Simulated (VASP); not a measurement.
Set up this calculation in VASP 6.6.1, as the native input.

| Item | Value |
| --- | --- |
| Task | single point |
| Functional | r2SCAN |
| Potentials or basis | VASP PAW PBE potentials, release 64 (Al, N) |
| Cutoff | 520 eV |
| k mesh | 10 × 10 × 10 |
| Occupations | gaussian, width 0.01 eV |
| Spin | no spin polarisation |
| Dipole correction | no |
| Further INCAR settings | ALGO = Normal; EDIFF = 1e-07; NBANDS = 11 |

The system is AlN.

```
CELL_PARAMETERS angstrom
0.00000 2.09962 1.96317
2.09962 0.00000 1.96317
2.09962 2.09962 0.00000
ATOMIC_POSITIONS crystal
Al 0.00000 0.00000 0.00000
N 0.50000 0.50000 0.50000
```

This cell differs from its parent crystal: epitaxial xy strain +4.0%.

The input as run:

POSCAR

```
AlN
1.0
    0.0000000000      2.0996231902      1.9631719216
    2.0996231902      0.0000000000      1.9631719216
    2.0996231902      2.0996231902      0.0000000000
Al N
1 1
Direct
    0.0000000000      0.0000000000      0.0000000000
    0.5000000000      0.5000000000      0.5000000000
```

INCAR.step1

```
  ALGO = Normal
  EDIFF = 1E-4
  ENCUT = 520
  GGA = PE
  ISMEAR = 0
  LASPH = T
  LCHARG = F
  LREAL = F
  LWAVE = T
  NBANDS = 11
  NELM = 60
  PREC = Accurate
  SIGMA = 0.01
```

INCAR.step2

```
  ALGO = Normal
  EDIFF = 1E-7
  ENCUT = 520
  ISIF = 2
  ISMEAR = 0
  ISTART = 1
  LASPH = T
  LCHARG = T
  LELF = T
  LMIXTAU = T
  LREAL = F
  LVHAR = T
  LWAVE = F
  METAGGA = R2SCAN
  NBANDS = 11
  NELM = 60
  PREC = Accurate
  SIGMA = 0.01
```

KPOINTS

```
k-points
0
Gamma
  10 10 10
```

Potentials or basis: VASP PAW PBE potentials, release 64 (Al, N).

Run with:

```console
$ cat potpaw_PBE.64/Al/POTCAR potpaw_PBE.64/N/POTCAR > POTCAR
$ cp INCAR.step1 INCAR
$ mpirun -np 1 vasp_std > vasp.out
$ cp INCAR.step2 INCAR
$ mpirun -np 1 vasp_std > vasp.out
```

Results of the run:

```yaml
Pressure: -11.3 GPa
Band_gap_on_the_k_mesh: 4.57 eV, indirect (least direct gap 5.60 eV)
```

Caveat: the cell differs from its parent crystal (epitaxial xy strain +4.0%); the PAW data sets were made with another functional, which shifts forces and pressure a little.

It took 26 s on 1 thread of Intel(R) Xeon(R) 6975P-C (Granite Rapids) (shared host), peak memory 0.14 GiB.
